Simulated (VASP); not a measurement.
# CaO (Fm-3m) in VASP: notebook, part 2 of 2

VASP 6.6.1.

## Step 4: Single point, PBE

File INCAR:

```
SYSTEM = CaO
ALGO = Normal ; EDIFF = 1E-7
ENCUT = 520 ; GGA = PE
ISIF = 2 ; ISMEAR = -1
LASPH = .TRUE. ; LCHARG = .FALSE.
LREAL = .FALSE. ; LWAVE = .FALSE.
NBANDS = 15 ; NELM = 60
PREC = Accurate ; SIGMA = 0.05
```

File KPOINTS:

```
k-points
0
G
  6 6 6
  0 0 0
```

File POSCAR:

```
CaO
1.0
    0.0000000000      2.4035556960      2.4035556960
    2.4035556960      0.0000000000      2.4035556960
    2.4035556960      2.4035556960      0.0000000000
Ca O
1 1
Direct
    0.0000000000      0.0000000000      0.0000000000
    0.5000000000      0.5000000000      0.5000000000
```

Potentials or basis: VASP PAW PBE potentials, release 64 (Ca_sv, O).

The run is started by

```console
> cat potpaw_PBE.64/Ca_sv/POTCAR potpaw_PBE.64/O/POTCAR > POTCAR
> mpirun -np 1 vasp_std > vasp.out
```

OUTCAR:

```text
SYSTEM = CaO
   EDIFF = 1E-7
   ENCUT = 520
   GGA = PE
   ISIF = 2
   ISMEAR = -1
   LASPH = .TRUE.
   LREAL = .FALSE.
   NELM = 60
   PREC = Accurate

 ion  position               nearest neighbor table
   1  0.000  0.000  0.000-   2 2.40   2 2.40   2 2.40   2 2.40   2 2.40   2 2.40
   2  0.500  0.500  0.500-   1 2.40   1 2.40   1 2.40   1 2.40   1 2.40   1 2.40

  LATTYP: Found a face centered cubic cell.
 ALAT       =     4.8071113920

  Lattice vectors:

 A1 = (   0.0000000000,   2.4035556960,   2.4035556960)
 A2 = (   2.4035556960,   0.0000000000,   2.4035556960)
 A3 = (   2.4035556960,   2.4035556960,   0.0000000000)

Analysis of symmetry for initial positions (statically):
=====================================================================
 Subroutine PRICEL returns:
 Original cell was already a primitive cell.

 Routine SETGRP: Setting up the symmetry group for a
 face centered cubic supercell.

 Subroutine GETGRP returns: Found 48 space group operations
 (whereof 48 operations were pure point group operations)
 out of a pool of 48 trial point group operations.

The static configuration has the point symmetry O_h .

Analysis of symmetry for dynamics (positions and initial velocities):
=====================================================================
 Subroutine PRICEL returns:
 Original cell was already a primitive cell.

 Routine SETGRP: Setting up the symmetry group for a
 face centered cubic supercell.

 Subroutine GETGRP returns: Found 48 space group operations
 (whereof 48 operations were pure point group operations)
 out of a pool of 48 trial point group operations.

The dynamic configuration has the point symmetry O_h .

 Subroutine INISYM returns: Found 48 space group operations
 (whereof 48 operations are pure point group operations),
 and found     1 'primitive' translations

----------------------------------------------------------------------------------------

                                     Primitive cell

  volume of cell :      27.7711

  direct lattice vectors                    reciprocal lattice vectors
     0.000000000  2.403555696  2.403555696    -0.208025136  0.208025136  0.208025136
     2.403555696  0.000000000  2.403555696     0.208025136 -0.208025136  0.208025136
     2.403555696  2.403555696  0.000000000     0.208025136  0.208025136 -0.208025136

  length of vectors
     3.399141063  3.399141063  3.399141063     0.360310104  0.360310104  0.360310104

  position of ions in fractional coordinates (direct lattice)
     0.000000000  0.000000000  0.000000000
     0.500000000  0.500000000  0.500000000

  ion indices of the primitive-cell ions
   primitive index   ion index
                 1           1
                 2           2

----------------------------------------------------------------------------------------

 KPOINTS: k-points

Automatic generation of k-mesh.
 Grid dimensions read from file:
 generate k-points for:    6    6    6

 Generating k-lattice:

  Cartesian coordinates                     Fractional coordinates (reciprocal lattice)
    -0.034670856  0.034670856  0.034670856     0.166666667  0.000000000  0.000000000
[... 31 lines left out ...]
 -0.333333  0.500000  0.166667     12.000000
   k-points           NKPTS =     16   k-points in BZ     NKDIM =     16   number of bands    NBANDS=     15
   number of dos      NEDOS =    301   number of ions     NIONS =      2
   total plane-waves  NPLWV =  21952
   dimension x,y,z NGX =    28 NGY =   28 NGZ =   28
   dimension x,y,z NGXF=    56 NGYF=   56 NGZF=   56
   ions per type =               1   1
   NGX,Y,Z   is equivalent  to a cutoff of  13.69, 13.69, 13.69 a.u.
   NGXF,Y,Z  is equivalent  to a cutoff of  27.39, 27.39, 27.39 a.u.
 SYSTEM =  CaO
   PREC   = accura    normal or accurate (medium, high low for compatibility)
   ISTART =      0    job   : 0-new  1-cont  2-samecut
   ICHARG =      2    charge: 1-file 2-atom 10-const
   ISPIN  =      1    spin polarized calculation?
   LNONCOLLINEAR =      F non collinear calculations
   LSORBIT =      F    spin-orbit coupling
   LASPH  =      T    aspherical Exc in radial PAW
   ENCUT  =  520.0 eV  38.22 Ry    6.18 a.u.   6.32  6.32  6.32*2*pi/ulx,y,z
   NELM   =     60;   NELMIN=  2; NELMDL= -5     # of ELM steps
   EDIFF  = 0.1E-06   stopping-criterion for ELM
   LREAL  =      F    real-space projection
   EDIFFG = 0.1E-05   stopping-criterion for IOM
   NSW    =      0    number of steps for IOM
   IBRION =     -1    ionic relax: 0-MD 1-quasi-New 2-CG
   NFREE  =      0    steps in history (QN), initial steepest desc. (CG)
   ISIF   =      2    stress and relaxation
   ISYM   =      2    0-nonsym 1-usesym 2-fastsym
   POTIM  = 0.5000    time-step for ionic-motion
   TEBEG  =    0.0;   TEEND  =   0.0 temperature during run
   PSTRESS=    0.0 pullay stress
   NELECT =      16.0000    total number of electrons
   NUPDOWN=      -1.0000    fix difference up-down
   EMIN   =  10.00;   EMAX   =-10.00  energy-range for DOS
   EFERMI =   0.00;   METHOD = LEGACY
   ISMEAR =    -1;   SIGMA  =   0.05  broadening in eV -4-tet -1-fermi 0-gaus
   EFERMI_NEDOS =   21; number of points for ismear=-14 and -15
   IALGO  =     38    algorithm
   IMIX   =      4    mixing-type and parameters
     AMIX     =   0.40;   BMIX     =  1.00
     AMIX_MAG =   1.60;   BMIX_MAG =  1.00
  volume/ion in A,a.u.               =      13.89        93.70
  Fermi-wavevector in a.u.,A,eV,Ry     =   1.362231  2.574243 25.247954  1.855672
  Thomas-Fermi vector in A             =   2.488738
   LORBIT       =      0    0 simple, 1 ext, 2 COOP (PROOUT), +10 PAW based schemes
   GGA     = PE    functional components
   LHFCALC =     F    Hartree Fock is set to
   AEXX    =    0.0000 exact exchange contribution
   IVDW    =     0    specifies the selected vdW correction
   LEPSILON=     F    determine dielectric tensor
   LRPA    =     F    only Hartree local field effects (RPA)
 non-spin polarized calculation
  energy-cutoff  :      520.00
  volume of cell :       27.77
 maximum number of plane-waves:       757
 NGX is ok and might be reduce to    28
   NGX = 13   NGY = 13   NGZ = 13

 number of electron      15.9999997 magnetization

 Free energy of the ion-electron system (eV)
  ---------------------------------------------------
  ext. energy  EPLUGINS =         0.00000000
  ---------------------------------------------------
  free energy    TOTEN  =       -12.80124323 eV

  energy without entropy =      -12.80124323  energy(sigma->0) =      -12.80124323

 E-fermi :   3.4086     XC(G=0): -10.4733

 val. band max:        2.3473356784   @ k =   0.0000   0.0000   0.0000
 cond. band min:       5.9829822433   @ k =   0.5000   0.5000   0.0000
 fundamental gap:      3.6356465648
 Fermi energy:         3.4085659249

 k-point     1 :       0.0000    0.0000    0.0000
  band No.  band energies     occupation
      1     -35.2913      2.00000
      2     -16.0555      2.00000
      3     -16.0555      2.00000
      4     -16.0555      2.00000
      5     -13.1840      2.00000
      6       2.3473      2.00000
      7       2.3473      2.00000
      8       2.3473      2.00000
      9       7.0569      0.00000
     10       8.5717      0.00000
     11       8.5717      0.00000
     12       8.5717      0.00000
     13      10.0746      0.00000
     14      10.0746      0.00000
[... 257 lines left out ...]
      2     -16.5646      2.00000
      3     -16.4357      2.00000
      4     -16.3780      2.00000
      5     -12.6520      2.00000
      6       1.1360      2.00000
      7       1.2742      2.00000
      8       1.5386      2.00000
      9       7.3694      0.00000
     10      10.0146      0.00000
     11      10.6812      0.00000
     12      11.8825      0.00000
     13      12.0427      0.00000
     14      15.2652      0.00000
     15      15.9936      0.00000

------------------------ aborting loop because EDIFF is reached ----------------------------------------

  FORCE on cell =-STRESS in cart. coord.  units (eV):
  Direction    XX          YY          ZZ          XY          YZ          ZX
  --------------------------------------------------------------------------------------
  -------------------------------------------------------------------------------------
  Total        0.3818191      0.3818191      0.3818191     -0.0000000      0.0000000      0.0000000
  in kB       22.0280322     22.0280322     22.0280322     -0.0000000      0.0000000      0.0000000
  external PRESSURE =      22.0280322 kB  Pullay stress =       0.0000000 kB

 VOLUME and BASIS-vectors are now :
 -----------------------------------------------------------------------------
  energy-cutoff  :      520.00
  volume of cell :       27.77
      direct lattice vectors                 reciprocal lattice vectors
     0.000000000  2.403555696  2.403555696    -0.208025136  0.208025136  0.208025136
     2.403555696  0.000000000  2.403555696     0.208025136 -0.208025136  0.208025136
     2.403555696  2.403555696  0.000000000     0.208025136  0.208025136 -0.208025136

 POSITION                                       TOTAL-FORCE (eV/Angst)
 -----------------------------------------------------------------------------------
      0.00000      0.00000      0.00000         0.000000      0.000000     -0.000000
      2.40356      2.40356      2.40356         0.000000     -0.000000      0.000000
 -----------------------------------------------------------------------------------
    total drift:                                0.000000      0.000000      0.000000

  FREE ENERGIE OF THE ION-ELECTRON SYSTEM (eV)
  ---------------------------------------------------
  free  energy   TOTEN  =       -12.8012432313 eV

  energy  without entropy=      -12.8012432313  energy(sigma->0) =      -12.80124323
```

stdout:

```text
POSCAR found type information on POSCAR CaO
 POSCAR found :  2 types and       2 ions
 scaLAPACK will be used
 LDA part: xc-table for (Slater+PW92), standard interpolation
 POSCAR, INCAR and KPOINTS ok, starting setup
 FFT: planning ... GRIDC
 FFT: planning ... GRID_SOFT
 FFT: planning ... GRID
 WAVECAR not read
 entering main loop
```

It took 19 s on 1 thread of Intel Xeon 8259CL, shared host; peak memory 0.16 GiB.

What came out:

| Item | Value |
| --- | --- |
| Free energy | -12.8012 eV |
| Pressure | 2.2 GPa |
| Band gap on the k mesh | 3.64 eV (least direct gap 4.01 eV) |

Levels at points of the mesh, in eV from the valence-band top:
```csv
k point,band 4,band 5,band 6,band 7,band 8,band 9,band 10,band 11,band 12,band 13
"(0.00, 0.00, 0.00)",-18.40,-15.53,0.00,0.00,0.00,4.71,6.22,6.22,6.22,7.73
"(0.50, 0.00, 0.00)",-18.46,-14.34,-2.64,-1.20,-1.20,7.05,8.35,8.35,8.50,10.42
"(0.50, 0.50, 0.00)",-18.63,-15.29,-1.30,-0.37,-0.37,3.64,8.04,8.89,9.53,9.53
```

A k mesh can miss the band edges.

## Step 5: Summary

```tsv
level	k mesh	cutoff (eV)	smearing	gap on the mesh (eV)	pressure (GPa)
BLYP+D3(BJ)	10 × 10 × 10	600	fermi-dirac 0.05 eV	3.73	-2.5
PBEsol+D3(BJ)	10 × 10 × 10	600	tetrahedron	3.54	-5.4
PBE	6 × 6 × 6	520	fermi-dirac 0.05 eV	3.64	2.2
```

Alike in all rows: task single point; potentials or basis VASP PAW PBE potentials, release 64 (Ca_sv, O); no spin polarisation; cell as given.

On the cell as given the gap runs from 3.54 eV (PBEsol+D3(BJ)) to 3.73 eV (BLYP+D3(BJ)); the meshes differ, which moves gaps too. The pressure there spans -5.4 GPa (PBEsol+D3(BJ)) to 2.2 GPa (PBE); a positive pressure means that this level wants a larger cell, a negative one a smaller.

Caveats: the PAW data sets were made with another functional, which shifts forces and pressure a little (at least some runs); three body term missing (at least some runs); the cell stands under tension (at least some runs).

Total energies depend on the potentials used, so only differences within one code and one set of settings carry meaning.
